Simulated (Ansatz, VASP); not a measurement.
## One calculation of Ca3H2Pt, two programs

Contents of INCAR:

```
SYSTEM = Ca3H2Pt
PREC     = Accurate       ! precision mode
ENCUT    = 600            ! plane-wave cutoff, eV
EDIFF    = 1E-6           ! SCF threshold, eV
ISMEAR   = 0              ! smearing method
SIGMA    = 0.1            ! smearing width, eV
LREAL    = .False.        ! projectors in reciprocal space
LASPH    = .True.         ! aspherical terms in the spheres
NELM     = 60             ! most SCF steps
ALGO     = Normal         ! electronic algorithm
ISIF     = 3              ! what is computed and relaxed
LWAVE    = .False.        ! write WAVECAR
LCHARG   = .False.        ! write CHGCAR
GGA      = PE             ! functional
IBRION   = 2              ! ionic algorithm
NSW      = 90             ! ionic steps
EDIFFG   = -0.04          ! ionic threshold
```

Contents of KPOINTS:

```
regular mesh
0
Gamma
  6 6 6
  0 0 0
```

POSCAR

```
Ca3H2Pt
1.0
    2.7078704100      1.5633897100      4.2637933200
   -2.7078704100      1.5633897100      4.2637933200
    0.0000000000     -3.1267794200      4.2637933200
Ca H Pt
3 2 1
Direct
    0.0000000000      0.5000000000      0.0000000000
    0.5000000000      0.0000000000      0.0000000000
    0.0000000000      0.0000000000      0.5000000000
    0.6257190100      0.6257190100      0.6257190100
    0.3742809900      0.3742809900      0.3742809900
    0.0000000000      0.0000000000      0.0000000000
```

Input for Ansatz:

```yaml
crystal:
  lattice:
    - [2.70787041, 1.56338971, 4.26379332]
    - [-2.70787041, 1.56338971, 4.26379332]
    - [0.0, -3.12677942, 4.26379332]
  atoms:
    - { symbol: Ca, position: [0.0, 0.5, 0.0] }
    - { symbol: Ca, position: [0.5, 0.0, 0.0] }
    - { symbol: Ca, position: [0.0, 0.0, 0.5] }
    - { symbol: H, position: [0.62571901, 0.62571901, 0.62571901] }
    - { symbol: H, position: [0.37428099, 0.37428099, 0.37428099] }
    - { symbol: Pt, position: [0.0, 0.0, 0.0] }
basis:
  ecutwfc: 420
kpoints:
  mp_grid: { grid: [6, 6, 6] }
hamiltonian:
  xc: pbe
scf:
  occupations: { method: gaussian, width: 0.1 }
  lower_state_search: "off"
output:
  forces: true
  stress: true
  eigenvalues: true
relax:
  adjacent_minimum: "off"
  f_tol: 0.04
  max_steps: 70
  cell: { stress_tol: 0.4 }
```

Change from the starting cell: species swapped into the Tb2Al3Fe type (R-3m, No. 166).

Alike in both runs: task relaxation of cell and atoms; functional PBE; k mesh 6 × 6 × 6; occupations gaussian, width 0.1 eV; no spin polarisation.

|  | VASP | Ansatz |
| --- | --- | --- |
| version | VASP 6.6.1 | Ansatz 0.2.0 |
| potentials or method | VASP PAW PBE potentials, release 64 (Ca_sv, H, Pt), cutoff 600 eV | scalar-relativistic, plane waves, PAW |
| valence electrons in the cell | 42 | 50 |

|  | VASP | Ansatz | Ansatz less VASP |
| --- | --- | --- | --- |
| gap on the k mesh at the Fermi level, each at its own relaxed structure (eV) | none | none | - |
| relaxed volume (Å³/atom) | 29.75 | 29.75 | 0.000 |
| relaxed cell length with the largest relative difference (Å) | 5.682 | 5.679 | -0.0032 |

A gap of «none» marks a metal or a gap that the smearing closes. VASP's potentials hold 42 valence electrons a cell and Ansatz's 50, so a difference there can come from the potentials and not from the codes.

Neither program's run includes spin-orbit coupling. Noted on VASP's run: the volume moved by over 15 % at a fixed basis, so the end points are rough.
